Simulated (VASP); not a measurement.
Runs of VASP 6.6.1 on SiC3. It takes space group R3m (No. 160, trigonal). Conventional cell: a = 2.831 Å, b = 2.831 Å, c = 14.010 Å, α = 90.00°, β = 90.00°, γ = 120.00°. C (site symmetry 3m) has 3 C at 1.72 Å and 1 Si at 1.89 Å within 2.3 Å. Within 2.0 Å of C (site symmetry 3m) lie 1 C at 1.54 Å and 3 Si at 1.79 Å. C (site symmetry 3m) has 4 C at 1.54 to 1.72 Å within 2.0 Å. Si (site symmetry 3m) has 4 C at 1.79 to 1.89 Å within 2.4 Å. 

```tsv
level	potentials or basis	k mesh	smearing	gap on the mesh (eV)	pressure (GPa)	largest force (eV/Å)
PBEsol	VASP PAW PBE potentials, release 64 (C, Si)	8 × 8 × 8	methfessel-paxton 0.001 eV	1.45	-0.9	0.43
PBEsol	VASP PAW PBE potentials, release 64 (C, Si)	5 × 5 × 5	gaussian 0.01 eV	1.47	(b)	0.41
PBEsol	VASP PAW PBE potentials, release 64 (C, Si)	8 × 8 × 8	methfessel-paxton 0.2 eV	1.45	-0.9	0.43
PBEsol	VASP PAW PBE potentials, release 64 (C, Si)	4 × 4 × 4	gaussian 0.01 eV	1.43	-0.6	0.37
LDA	VASP PAW LDA potentials, release 64 (C, Si)	8 × 8 × 8	gaussian 0.01 eV	(c)	-6.4	(a)
```

Alike in all rows: task single point; no spin polarisation; cell as given; cutoff (eV) 520.

Problem. Fill in the values left out.

Solution. (a) 0.39; (b) -0.8; (c) 1.53.

Caveats: some runs use coarse meshes; the PAW data sets were made with another functional, which shifts forces and pressure a little (some runs).

A k mesh can miss the band edges.
